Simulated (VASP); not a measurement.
Sc:

```
CELL_PARAMETERS angstrom
0.00000 2.32086 2.32086
2.32086 0.00000 2.32086
2.32086 2.32086 0.00000
ATOMIC_POSITIONS crystal
Sc 0.00000 0.00000 0.00000
```

| Property | Result |
| --- | --- |
| Program | VASP 6.6.1 |
| Task | relaxation of cell and atoms |
| Functional | PBEsol |
| Potentials or basis | VASP PAW PBE potentials, release 64 (Sc_sv) |
| Cutoff | 500 eV |
| k mesh | 12 × 12 × 12 |
| Occupations | fermi-dirac, width 0.1 eV |
| Spin | no spin polarisation |

At the start: pressure -2.6 GPa; volume 25.00 Å³/atom.

Task: Where does the relaxation end?

Result: Over 3 steps the energy falls by 11.1 meV/atom and the volume is 23.70 Å³/atom (-5.2 %); space group Fm-3m (No. 225, to 0.05 Å).

The path:
```csv
step,energy change (eV),largest force (eV/Å),pressure (GPa),volume (Å³)
1,0.0000,0.0000,-2.64,25.00
2,-0.0109,0.0000,0.38,23.54
3,-0.0111,0.0000,0.00,23.70
```

Final structure:
```xyz
1
Lattice="0.0000 2.2799 2.2799 2.2799 0.0000 2.2799 2.2799 2.2799 0.0000" Properties=species:S:1:pos:R:3 pbc="T T T"
Sc    0.0000    0.0000    0.0000
```

Caveat: the PAW data sets were made with another functional, which shifts forces and pressure a little.
